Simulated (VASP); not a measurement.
SnO2, 6 atoms in the cell. Symmetry: Pnnm, No. 58, orthorhombic system. Conventional cell: a = 4.882 Å, b = 4.883 Å, c = 3.298 Å, α = 90.00°, β = 90.00°, γ = 90.00°. Sn (site symmetry 2/m) has 6 O at 2.03 to 2.18 Å within 2.7 Å. O (site symmetry m) has 3 Sn at 2.03 to 2.18 Å within 2.7 Å. 

| Item | Value |
| --- | --- |
| Program | VASP 6.6.1 |
| Task | single point |
| Functional | LDA |
| Potentials or basis | VASP PAW LDA potentials, release 64 (Sn_d, O) |
| Cutoff | 520 eV |
| k mesh | 6 × 6 × 8 |
| Occupations | gaussian, width 0.05 eV |
| Spin | no spin polarisation |
| Dipole correction | no |
| Further INCAR settings | ALGO = Normal; EDIFF = 1e-06; NBANDS = 35 |

Potentials or basis: VASP PAW LDA potentials, release 64 (Sn_d, O).

The run is started by

```sh
$ cat potpaw_LDA.64/Sn_d/POTCAR potpaw_LDA.64/O/POTCAR > POTCAR
$ mpirun -np 1 vasp_std > vasp.out
```

Hardware: 1 thread of Intel(R) Xeon(R) 6975P-C (Granite Rapids) (shared host).

**Question.** Estimate the wall time of this run.

**Answer.** It took 66 s on 1 thread of Intel(R) Xeon(R) 6975P-C (Granite Rapids), with other jobs on the host, peak memory 0.27 GiB. Counts: scf iterations 14, k points 80.
